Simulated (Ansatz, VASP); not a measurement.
KBr in VASP and in Ansatz

```
K Br
1.0
     0.00000    3.29454    3.29454
     3.29454    0.00000    3.29454
     3.29454    3.29454    0.00000
K Br
1 1
Direct
  0.01051 0.01051 0.01051
  0.50000 0.50000 0.50000
```

Alike in both runs: task electric field gradients; functional r2SCAN; k mesh 7 × 7 × 7; occupations fermi-dirac, width 0.02 eV; no spin polarisation.

```csv
,VASP,Ansatz
version,VASP 6.6.1,Ansatz 0.2.0
potentials or method,"VASP PAW PBE potentials, release 64 (K_sv, Br)","PAW with Ansatz's default frozen-core files, scalar-relativistic"
plane-wave cutoff (eV),520,500
valence electrons in the cell,16,16
```

Ansatz gave:

```
gap on the k mesh at the Fermi level (eV)            : 5.09
pressure (GPa)                                       : 0.2
rms of the force components (eV/Å)                   : 0.094
size of Vzz on the site where it differs most (V/Å²) : 0.4
```

Task: What did VASP give for the same quantities?

Result: gap on the k mesh at the Fermi level (eV): 5.10; pressure (GPa): 0.2; rms of the force components (eV/Å): 0.095; size of Vzz on the site where it differs most (V/Å²): 0.4.

VASP's potentials were made for PBE, not for r2SCAN. Atom by atom the forces differ by 0.001 eV/Å (rms over components).
